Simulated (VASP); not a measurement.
# Bi: single point with LDA

Crystal: Bi.

```xyz
1
Lattice="-4.2409 4.2409 1.4561 4.2409 -4.2409 1.4561 4.2409 4.2409 -1.4561" Properties=species:S:1:pos:R:3 pbc="T T T"
Bi    0.0000    0.0000    0.0000
```

- Program: VASP 6.6.1
- Task: single point
- Functional: LDA
- Potentials or basis: VASP PAW LDA potentials, release 64 (Bi_d)
- Cutoff: 520 eV
- k mesh: 6 × 6 × 6
- Occupations: methfessel-paxton, width 0.1 eV
- Spin: no spin polarisation

```yaml
Pressure: -0.2 GPa
Band_gap_on_the_k_mesh: zero (an odd number of electrons rules out a gap without spin polarisation)
```

Stress tensor (GPa, compression positive):
```
-0.14  0.00  0.00
 0.00 -0.14  0.00
 0.00  0.00 -0.23
```

Levels at points of the mesh, in eV from the Fermi level:
```
           k point  band 5  band 6  band 7  band 8  band 9  band 10  band 11  band 12
(0.00, 0.00, 0.00)  -21.56  -10.90   -0.66   -0.66    3.23     5.07     7.82     8.35
(0.50, 0.00, 0.00)  -21.35   -7.54   -2.78    2.30    2.31     6.52     6.76     8.53
(0.50, 0.50, 0.00)  -21.56  -10.89   -1.06   -0.62    4.30     5.50     6.31     8.21
(0.50, 0.50, 0.50)  -21.56  -10.88   -0.99   -0.99    4.37     6.98     6.98     7.60
```

Wall time 120 s on 1 thread of Intel Xeon 8259CL, on a shared host, peak memory 0.24 GiB.

Caveat: the k points lie up to 0.38 Å⁻¹ apart, too coarse for converged energies and pressures of a metal; spin-orbit coupling is left out, which moves the levels of the heavy elements.
